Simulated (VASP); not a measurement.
# RbBr (I4/mmm) in VASP: notebook

RbBr is run at these levels: r2SCAN; tasks: single point.

Everything below comes from runs of VASP 6.6.1. Logs are shortened: lines on timing, memory, paths and dates and some standing lists are left out, and cuts for length are marked.

### Step 1. The cell of the first run

The structure is tetragonal, space group I4/mmm (No. 139). The conventional cell has a = 4.683 Å, b = 4.683 Å, c = 6.922 Å, α = 90.00°, β = 90.00°, γ = 90.00°. Within 4.4 Å of Rb (site symmetry 4/mmm) lie 6 Br at 3.31 to 3.46 Å. Br (site symmetry 4/mmm) has 6 Rb at 3.31 to 3.46 Å within 4.4 Å.

### Step 2. Single point, r2SCAN (biaxial xy strain -4.3%)

Input file POSCAR:

```
RbBr
1.0
    0.0000000000      3.3116701862      3.4608320474
    3.3116701862      0.0000000000      3.4608320474
    3.3116701862      3.3116701862      0.0000000000
Rb Br
1 1
Direct
    0.0000000000      0.0000000000      0.0000000000
    0.5000000000      0.5000000000      0.5000000000
```

Input file INCAR.step1:

```
SYSTEM = RbBr
PREC = Accurate
ENCUT = 520
ISMEAR = 0
SIGMA = 0.01
LREAL = .FALSE.
LASPH = .TRUE.
NELM = 80
NBANDS = 15
GGA = PE
ALGO = Normal
EDIFF = 1E-4
LWAVE = .TRUE.
LCHARG = .FALSE.
```

Input file INCAR.step2:

```
SYSTEM = RbBr
PREC = Accurate
ENCUT = 520
EDIFF = 1E-7
ISMEAR = 0
SIGMA = 0.01
LREAL = .FALSE.
LASPH = .TRUE.
NELM = 80
ALGO = Normal
ISIF = 2
LWAVE = .FALSE.
LCHARG = .FALSE.
METAGGA = R2SCAN
LMIXTAU = .TRUE.
NBANDS = 15
ISTART = 1
```

Input file KPOINTS:

```
Automatic mesh
0
G
  6 6 6
  0 0 0
```

Potentials or basis: VASP PAW PBE potentials, release 64 (Rb_sv, Br).

The run is started by

```bash
cat potpaw_PBE.64/Rb_sv/POTCAR potpaw_PBE.64/Br/POTCAR > POTCAR
cp INCAR.step1 INCAR
mpirun -np 1 vasp_std > vasp.out
cp INCAR.step2 INCAR
mpirun -np 1 vasp_std > vasp.out
```

OUTCAR:

```text
SYSTEM = RbBr
   PREC = Accurate
   ENCUT = 520
   EDIFF = 1E-7
   ISMEAR = 0
   LREAL = .FALSE.
   LASPH = .TRUE.
   NELM = 80
   ISIF = 2
   METAGGA = R2SCAN
   ISTART = 1

 ion  position               nearest neighbor table
   1  0.000  0.000  0.000-   2 3.31   2 3.31   2 3.31   2 3.31   2 3.46   2 3.46
   2  0.500  0.500  0.500-   1 3.31   1 3.31   1 3.31   1 3.31   1 3.46   1 3.46

  LATTYP: Found a body centered tetragonal cell.
 ALAT       =     4.6834088914
 C/A-ratio  =     1.4779115502

  Lattice vectors:

 A1 = (  -3.3116701862,   0.0000000000,   3.4608320474)
 A2 = (   3.3116701862,   0.0000000000,   3.4608320474)
 A3 = (   0.0000000000,   3.3116701862,  -3.4608320474)

Analysis of symmetry for initial positions (statically):
=====================================================================
 Subroutine PRICEL returns:
 Original cell was already a primitive cell.

 Routine SETGRP: Setting up the symmetry group for a
 body centered tetragonal supercell.

 Subroutine GETGRP returns: Found 16 space group operations
 (whereof 16 operations were pure point group operations)
 out of a pool of 16 trial point group operations.

The static configuration has the point symmetry D_4h.

Analysis of symmetry for dynamics (positions and initial velocities):
=====================================================================
 Subroutine PRICEL returns:
 Original cell was already a primitive cell.

 Routine SETGRP: Setting up the symmetry group for a
 body centered tetragonal supercell.

 Subroutine GETGRP returns: Found 16 space group operations
 (whereof 16 operations were pure point group operations)
 out of a pool of 16 trial point group operations.

The dynamic configuration has the point symmetry D_4h.

 Subroutine INISYM returns: Found 16 space group operations
 (whereof 16 operations are pure point group operations),
 and found     1 'primitive' translations

----------------------------------------------------------------------------------------

                                     Primitive cell

  volume of cell :      75.9110

  direct lattice vectors                    reciprocal lattice vectors
     0.000000000  3.311670186  3.460832047    -0.150981219  0.150981219  0.144473928
     3.311670186  0.000000000  3.460832047     0.150981219 -0.150981219  0.144473928
     3.311670186  3.311670186  0.000000000     0.150981219  0.150981219 -0.144473928

  length of vectors
     4.790043620  4.790043620  4.683408891     0.257804912  0.257804912  0.257804912

  position of ions in fractional coordinates (direct lattice)
     0.000000000  0.000000000  0.000000000
     0.500000000  0.500000000  0.500000000

  ion indices of the primitive-cell ions
   primitive index   ion index
                 1           1
                 2           2

----------------------------------------------------------------------------------------

 KPOINTS: Automatic mesh

Automatic generation of k-mesh.
 Grid dimensions read from file:
 generate k-points for:    6    6    6

 Generating k-lattice:

  Cartesian coordinates                     Fractional coordinates (reciprocal lattice)
    -0.025163536  0.025163536  0.024078988     0.166666667  0.000000000  0.000000000
     0.025163536 -0.025163536  0.024078988     0.000000000  0.166666667  0.000000000
     0.025163536  0.025163536 -0.024078988     0.000000000  0.000000000  0.166666667

  Length of vectors
     0.042967485  0.042967485  0.042967485

  Shift w.r.t. Gamma in fractional coordinates (k-lattice)
     0.000000000  0.000000000  0.000000000

 Subroutine IBZKPT returns following result:
 ===========================================

 Found     30 irreducible k-points:

 Following reciprocal coordinates:
            Coordinates               Weight
  0.000000  0.000000  0.000000      1.000000
  0.166667  0.000000  0.000000      8.000000
  0.333333  0.000000  0.000000      8.000000
  0.500000  0.000000  0.000000      4.000000
  0.166667  0.166667  0.000000      2.000000
  0.333333  0.166667  0.000000      8.000000
[... 16 lines left out ...]
  0.333333  0.000000  0.333333      4.000000
  0.500000  0.000000  0.333333     16.000000
 [... further k-points ...]
   k-points           NKPTS =     30   k-points in BZ     NKDIM =     30   number of bands    NBANDS=     15
   number of dos      NEDOS =    301   number of ions     NIONS =      2
   total plane-waves  NPLWV =  46656
   dimension x,y,z NGX =    36 NGY =   36 NGZ =   36
   dimension x,y,z NGXF=    72 NGYF=   72 NGZF=   72
   ions per type =               1   1
   NGX,Y,Z   is equivalent  to a cutoff of  12.49, 12.49, 12.78 a.u.
   NGXF,Y,Z  is equivalent  to a cutoff of  24.99, 24.99, 25.56 a.u.
 SYSTEM =  RbBr
   PREC   = accura    normal or accurate (medium, high low for compatibility)
   ISTART =      1    job   : 0-new  1-cont  2-samecut
   ICHARG =      0    charge: 1-file 2-atom 10-const
   ISPIN  =      1    spin polarized calculation?
   LNONCOLLINEAR =      F non collinear calculations
   LSORBIT =      F    spin-orbit coupling
   LASPH  =      T    aspherical Exc in radial PAW
   ENCUT  =  520.0 eV  38.22 Ry    6.18 a.u.   8.91  8.91  8.71*2*pi/ulx,y,z
   NELM   =     80;   NELMIN=  2; NELMDL=  0     # of ELM steps
   EDIFF  = 0.1E-06   stopping-criterion for ELM
   LREAL  =      F    real-space projection
   EDIFFG = 0.1E-05   stopping-criterion for IOM
   NSW    =      0    number of steps for IOM
   IBRION =     -1    ionic relax: 0-MD 1-quasi-New 2-CG
   NFREE  =      0    steps in history (QN), initial steepest desc. (CG)
   ISIF   =      2    stress and relaxation
   ISYM   =      2    0-nonsym 1-usesym 2-fastsym
   POTIM  = 0.5000    time-step for ionic-motion
   TEBEG  =    0.0;   TEEND  =   0.0 temperature during run
   PSTRESS=    0.0 pullay stress
   NELECT =      16.0000    total number of electrons
   NUPDOWN=      -1.0000    fix difference up-down
   EMIN   =  10.00;   EMAX   =-10.00  energy-range for DOS
   EFERMI =   0.00;   METHOD = LEGACY
   ISMEAR =     0;   SIGMA  =   0.01  broadening in eV -4-tet -1-fermi 0-gaus
   EFERMI_NEDOS =   21; number of points for ismear=-14 and -15
   IALGO  =     38    algorithm
   IMIX   =      4    mixing-type and parameters
     AMIX     =   0.40;   BMIX     =  1.00
     AMIX_MAG =   1.60;   BMIX_MAG =  1.00
  volume/ion in A,a.u.               =      37.96       256.14
  Fermi-wavevector in a.u.,A,eV,Ry     =   0.974271  1.841106 12.914714  0.949205
  Thomas-Fermi vector in A             =   2.104718
   LORBIT       =      0    0 simple, 1 ext, 2 COOP (PROOUT), +10 PAW based schemes
   METAGGA = R2SCAN    functional components
   LHFCALC =     F    Hartree Fock is set to
   AEXX    =    0.0000 exact exchange contribution
   IVDW    =     0    specifies the selected vdW correction
   LEPSILON=     F    determine dielectric tensor
   LRPA    =     F    only Hartree local field effects (RPA)
 non-spin polarized calculation
 Gauss-broadening in eV      SIGMA  =   0.01
  energy-cutoff  :      520.00
  volume of cell :       75.91
 maximum number of plane-waves:      2084
   NGX = 17   NGY = 17   NGZ = 17

 number of electron      16.0000001 magnetization

 Free energy of the ion-electron system (eV)
  ---------------------------------------------------
  ext. energy  EPLUGINS =         0.00000000
  ---------------------------------------------------
  free energy    TOTEN  =       -31.10810642 eV

  energy without entropy =      -31.10810642  energy(sigma->0) =      -31.10810642

 E-fermi :  -1.8169     XC(G=0):  -7.8842

 val. band max:       -1.9011399969   @ k =   0.0000   0.0000   0.0000
 cond. band min:       3.1953743012   @ k =   0.0000   0.0000   0.0000
 fundamental gap:      5.0965142981
 Fermi energy:        -1.8169058506

 k-point     1 :       0.0000    0.0000    0.0000
  band No.  band energies     occupation
      1     -26.9589      2.00000
      2     -14.6059      2.00000
      3     -10.4976      2.00000
      4     -10.4976      2.00000
      5     -10.4915      2.00000
      6      -1.9702      2.00000
      7      -1.9011      2.00000
      8      -1.9011      2.00000
      9       3.1954      0.00000
     10       5.7759      0.00000
     11       6.0564      0.00000
     12       6.0564      0.00000
     13       6.9652      0.00000
     14       7.1989      0.00000
     15       9.5680      0.00000

 k-point     2 :       0.1667    0.0000    0.0000
  band No.  band energies     occupation
      1     -26.9555      2.00000
      2     -14.6220      2.00000
      3     -10.4979      2.00000
      4     -10.4959      2.00000
      5     -10.4745      2.00000
      6      -2.2512      2.00000
      7      -2.0504      2.00000
      8      -2.0173      2.00000
      9       3.8629      0.00000
     10       5.7751      0.00000
     11       6.2541      0.00000
     12       6.4076      0.00000
     13       7.4160      0.00000
     14       7.6766      0.00000
     15      10.7041      0.00000

 k-point     3 :       0.3333    0.0000    0.0000
  band No.  band energies     occupation
      1     -26.9486      2.00000
      2     -14.6538      2.00000
      3     -10.5093      2.00000
      4     -10.4924      2.00000
      5     -10.4298      2.00000
      6      -2.7796      2.00000
      7      -2.2446      2.00000
      8      -2.2341      2.00000
      9       5.0645      0.00000
     10       6.0286      0.00000
     11       7.2809      0.00000
     12       7.3962      0.00000
     13       8.5327      0.00000
     14       8.8608      0.00000
     15      10.7932      0.00000
[... 343 lines left out ...]
 k-point    23 :       0.3333    0.0000    0.3333
  band No.  band energies     occupation
      1     -26.9449      2.00000
      2     -14.5928      2.00000
      3     -10.5812      2.00000
      4     -10.5624      2.00000
      5     -10.5524      2.00000
      6      -2.5950      2.00000
      7      -2.1115      2.00000
      8      -2.0524      2.00000
      9       4.3788      0.00000
     10       5.2858      0.00000
     11       7.8920      0.00000
     12       8.6752      0.00000
     13       8.8173      0.00000
     14       8.8949      0.00000
     15      10.2502      0.00000

 k-point    24 :       0.5000    0.0000    0.3333
  band No.  band energies     occupation
      1     -26.9417      2.00000
      2     -14.5752      2.00000
      3     -10.6647      2.00000
      4     -10.5729      2.00000
      5     -10.5540      2.00000
      6      -2.4698      2.00000
      7      -2.2473      2.00000
      8      -2.1600      2.00000
      9       4.5061      0.00000
     10       6.2947      0.00000
     11       7.8412      0.00000
     12       8.5371      0.00000
     13       8.7416      0.00000
     14       9.4162      0.00000
     15      10.1525      0.00000

 [... further k-points ...]
[... 5 lines left out ...]
  --------------------------------------------------------------------------------------
  -------------------------------------------------------------------------------------
  Total        1.1316288      1.1316288      0.1885623      0.0000000      0.0000000      0.0000000
  in kB       23.8841560     23.8841560      3.9797953      0.0000000      0.0000000      0.0000000
  external PRESSURE =      17.2493691 kB  Pullay stress =       0.0000000 kB

 VOLUME and BASIS-vectors are now :
 -----------------------------------------------------------------------------
  energy-cutoff  :      520.00
  volume of cell :       75.91
      direct lattice vectors                 reciprocal lattice vectors
     0.000000000  3.311670186  3.460832047    -0.150981219  0.150981219  0.144473928
     3.311670186  0.000000000  3.460832047     0.150981219 -0.150981219  0.144473928
     3.311670186  3.311670186  0.000000000     0.150981219  0.150981219 -0.144473928

 POSITION                                       TOTAL-FORCE (eV/Angst)
 -----------------------------------------------------------------------------------
      0.00000      0.00000      0.00000         0.000000     -0.000000     -0.000000
      3.31167      3.31167      3.46083        -0.000000      0.000000      0.000000
 -----------------------------------------------------------------------------------
    total drift:                                0.000000      0.000000      0.000000

  FREE ENERGIE OF THE ION-ELECTRON SYSTEM (eV)
  ---------------------------------------------------
  free  energy   TOTEN  =       -31.1081064188 eV

  energy  without entropy=      -31.1081064188  energy(sigma->0) =      -31.10810642
```

Wall time 2 min (1 thread of Intel Xeon Platinum 8488C (Sapphire Rapids), shared host); peak memory 0.23 GiB.

What came out:

```yaml
Free_energy: -31.1081 eV
Pressure: 1.7 GPa
Band_gap_on_the_k_mesh: 5.10 eV, direct
```

Stress tensor (GPa, compression positive):
```
2.39 0.00 0.00
0.00 2.39 0.00
0.00 0.00 0.40
```

Caveat: the cell differs from its parent crystal (biaxial xy strain -4.3%); the PAW data sets were made with another functional, which shifts forces and pressure a little.

### Step 3. Single point, r2SCAN (uniaxial x strain +3.0%)

Input file POSCAR:

```
RbBr
1.0
    0.0000000000      3.4608320474      3.4608320474
    3.5639648424      0.0000000000      3.4608320474
    3.5639648424      3.4608320474      0.0000000000
Rb Br
1 1
Direct
    0.0000000000      0.0000000000      0.0000000000
    0.5000000000      0.5000000000      0.5000000000
```

Input file INCAR.step1:

```
PREC = Accurate ; ENCUT = 520
ISMEAR = 0 ; SIGMA = 0.01
LREAL = False ; LASPH = True
NELM = 60 ; NBANDS = 15
GGA = PE ; ALGO = Normal
EDIFF = 1E-4 ; LWAVE = True
LCHARG = False
```

Input file INCAR.step2:

```
PREC = Accurate ; ENCUT = 520
EDIFF = 1E-6 ; ISMEAR = 0
SIGMA = 0.01 ; LREAL = False
LASPH = True ; NELM = 60
ALGO = Normal ; ISIF = 2
LWAVE = False ; LCHARG = False
METAGGA = R2SCAN ; LMIXTAU = True
NBANDS = 15 ; ISTART = 1
```

Input file KPOINTS:

```
Automatic mesh
0
Gamma
  6 6 6
```

Potentials or basis: VASP PAW PBE potentials, release 64 (Rb_sv, Br).

The run is started by

```bash
cat potpaw_PBE.64/Rb_sv/POTCAR potpaw_PBE.64/Br/POTCAR > POTCAR
cp INCAR.step1 INCAR
mpirun -np 1 vasp_std > vasp.out
cp INCAR.step2 INCAR
mpirun -np 1 vasp_std > vasp.out
```

OUTCAR:

```text
PREC = Accurate
   ENCUT = 520
   EDIFF = 1E-6
   ISMEAR = 0
   LREAL = False
   LASPH = True
   NELM = 60
   ISIF = 2
   METAGGA = R2SCAN
   ISTART = 1

 ion  position               nearest neighbor table
   1  0.000  0.000  0.000-   2 3.46   2 3.46   2 3.46   2 3.46   2 3.56   2 3.56
   2  0.500  0.500  0.500-   1 3.46   1 3.46   1 3.46   1 3.46   1 3.56   1 3.56

  LATTYP: Found a body centered tetragonal cell.
 ALAT       =     4.8943556185
 C/A-ratio  =     1.4563571265

  Lattice vectors:

 A1 = (   3.5639648424,   0.0000000000,   3.4608320474)
 A2 = (   3.5639648424,   0.0000000000,  -3.4608320474)
 A3 = (  -3.5639648424,   3.4608320474,   0.0000000000)

Analysis of symmetry for initial positions (statically):
=====================================================================
 Subroutine PRICEL returns:
 Original cell was already a primitive cell.

 Routine SETGRP: Setting up the symmetry group for a
 body centered tetragonal supercell.

 Subroutine GETGRP returns: Found 16 space group operations
 (whereof 16 operations were pure point group operations)
 out of a pool of 16 trial point group operations.

[... 168 lines left out ...]

 k-point     1 :       0.0000    0.0000    0.0000
  band No.  band energies     occupation
      1     -27.6513      2.00000
      2     -14.9267      2.00000
      3     -11.1794      2.00000
      4     -11.1752      2.00000
      5     -11.1752      2.00000
      6      -2.3851      2.00000
      7      -2.3602      2.00000
      8      -2.3602      2.00000
      9       2.4482      0.00000
     10       5.3858      0.00000
     11       5.5549      0.00000
     12       5.5549      0.00000
     13       6.4505      0.00000
     14       6.6020      0.00000
[... 401 lines left out ...]
      2     -14.9102      2.00000
      3     -11.2546      2.00000
      4     -11.2462      2.00000
      5     -11.1789      2.00000
      6      -2.9231      2.00000
      7      -2.6882      2.00000
      8      -2.6507      2.00000
      9       5.0224      0.00000
     10       5.2399      0.00000
     11       6.8440      0.00000
     12       7.0314      0.00000
     13       8.4231      0.00000
     14       8.9669      0.00000
     15       8.9933      0.00000

 [... further k-points ...]
[... 5 lines left out ...]
  --------------------------------------------------------------------------------------
  -------------------------------------------------------------------------------------
  Total       -0.4238242     -0.0350482     -0.0350482      0.0000000      0.0000000     -0.0000000
  in kB       -7.9537481     -0.6577355     -0.6577355      0.0000000      0.0000000     -0.0000000
  external PRESSURE =      -3.0897397 kB  Pullay stress =       0.0000000 kB

 VOLUME and BASIS-vectors are now :
 -----------------------------------------------------------------------------
  energy-cutoff  :      520.00
  volume of cell :       85.37
      direct lattice vectors                 reciprocal lattice vectors
     0.000000000  3.460832047  3.460832047    -0.140293191  0.144473928  0.144473928
     3.563964842  0.000000000  3.460832047     0.140293191 -0.144473928  0.144473928
     3.563964842  3.460832047  0.000000000     0.140293191  0.144473928 -0.144473928

 POSITION                                       TOTAL-FORCE (eV/Angst)
 -----------------------------------------------------------------------------------
      0.00000      0.00000      0.00000         0.000000     -0.000000      0.000000
      3.56396      3.46083      3.46083        -0.000000      0.000000     -0.000000
 -----------------------------------------------------------------------------------
    total drift:                                0.000000      0.000000      0.000000

  FREE ENERGIE OF THE ION-ELECTRON SYSTEM (eV)
  ---------------------------------------------------
  free  energy   TOTEN  =       -31.1494120015 eV

  energy  without entropy=      -31.1494120015  energy(sigma->0) =      -31.14941200
```

OUTCAR.step1:

```text
PREC = Accurate
   ENCUT = 520
   ISMEAR = 0
   LREAL = False
   LASPH = True
[... 654 lines left out ...]
      0.00000      0.00000      0.00000        -0.000000      0.000000      0.000000
      3.56396      3.46083      3.46083         0.000000      0.000000      0.000000
 -----------------------------------------------------------------------------------
    total drift:                                0.000000      0.000000      0.000000

  FREE ENERGIE OF THE ION-ELECTRON SYSTEM (eV)
  ---------------------------------------------------
  free  energy   TOTEN  =        -6.1113093334 eV

  energy  without entropy=       -6.1113093334  energy(sigma->0) =       -6.11130933
```

Run time: 1.8 min. Hardware: 1 thread of Intel Xeon Platinum 8488C (Sapphire Rapids), shared host; peak memory 0.25 GiB.

What came out:

```
Free energy            : -31.1494 eV
Pressure               : -0.3 GPa
Band gap on the k mesh : 4.81 eV, direct
```

Levels at points of the mesh, in eV from the valence-band top:
```
           k point  band 6  band 7  band 8  band 9  band 10  band 11
(0.00, 0.00, 0.00)   -0.02    0.00    0.00    4.81     7.75     7.92
(0.50, 0.00, 0.00)   -0.88   -0.31   -0.31    7.13     8.06    10.02
(0.50, 0.50, 0.00)   -0.45   -0.18   -0.17    6.10     7.72     9.44
(0.00, 0.50, 0.50)   -0.50   -0.14   -0.14    6.14     7.70     9.32
```

Caveat: the cell differs from its parent crystal (uniaxial x strain +3.0%); the PAW data sets were made with another functional, which shifts forces and pressure a little.
